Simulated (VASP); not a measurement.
Set up this calculation in VASP 6.6.1, as the native input.

* Task: single point
* Functional: r2SCAN
* Potentials or basis: VASP PAW PBE potentials, release 64 (Al, Ni)
* Cutoff: 520 eV
* k mesh: 10 × 10 × 9
* Occupations: fermi-dirac, width 0.15 eV
* Spin: collinear spin, ferromagnetic start
* Starting moments: [0.0, 1.0] μB
* Dipole correction: no
* Further INCAR settings: ALGO = Normal; EDIFF = 1e-06; NBANDS = 18

The system is AlNi.

```xyz
2
Lattice="1.9224 -1.9368 0.0000 1.9224 1.9368 0.0000 0.0000 0.0000 3.0734" Properties=species:S:1:pos:R:3 pbc="T T T"
Al    0.0000    0.0000    0.0000
Ni    1.9224    0.0000    1.5367
```

The input as run:

POSCAR

```
AlNi
1.0
    1.9224016835     -1.9367758626      0.0000000000
    1.9224016835      1.9367758626      0.0000000000
    0.0000000000      0.0000000000      3.0733831383
Al Ni
1 1
Direct
    0.0000000000      0.0000000000      0.0000000000
    0.5000000000      0.5000000000      0.5000000000
```

INCAR.step1

```
SYSTEM = AlNi
ALGO = Normal
EDIFF = 1E-4
ENCUT = 520
GGA = PE
ISMEAR = -1
ISPIN = 2
LASPH = .TRUE.
LCHARG = .FALSE.
LMAXMIX = 4
LREAL = .FALSE.
LWAVE = .TRUE.
MAGMOM = 0 1
NBANDS = 18
NELM = 150
PREC = Accurate
SIGMA = 0.15
```

INCAR.step2

```
SYSTEM = AlNi
ALGO = Normal
EDIFF = 1E-6
ENCUT = 520
ISIF = 2
ISMEAR = -1
ISPIN = 2
ISTART = 1
LASPH = .TRUE.
LCHARG = .TRUE.
LELF = .TRUE.
LMAXMIX = 4
LMIXTAU = .TRUE.
LORBIT = 11
LREAL = .FALSE.
LVHAR = .TRUE.
LWAVE = .FALSE.
MAGMOM = 0 1
METAGGA = R2SCAN
NBANDS = 18
NELM = 150
PREC = Accurate
SIGMA = 0.15
```

KPOINTS

```
k-points
0
G
  10 10 9
  0 0 0
```

Potentials or basis: VASP PAW PBE potentials, release 64 (Al, Ni).

The run is started by

```bash
$ cat potpaw_PBE.64/Al/POTCAR potpaw_PBE.64/Ni/POTCAR > POTCAR
$ cp INCAR.step1 INCAR
$ mpirun -np 1 vasp_std > vasp.out
$ cp INCAR.step2 INCAR
$ mpirun -np 1 vasp_std > vasp.out
```

It gave:

```
Pressure                                              : 5.4 GPa
Net moment                                            : 0.00 μB per cell
Valence electrons inside the program's atomic spheres : Al 0.84; Ni 9.59
```

Caveat: the PAW data sets were made with another functional, which shifts forces and pressure a little.

Run time: 3.1 min on 1 thread of AMD EPYC 9R45 96-Core Processor (Zen 5) (shared host), peak memory 0.19 GiB.
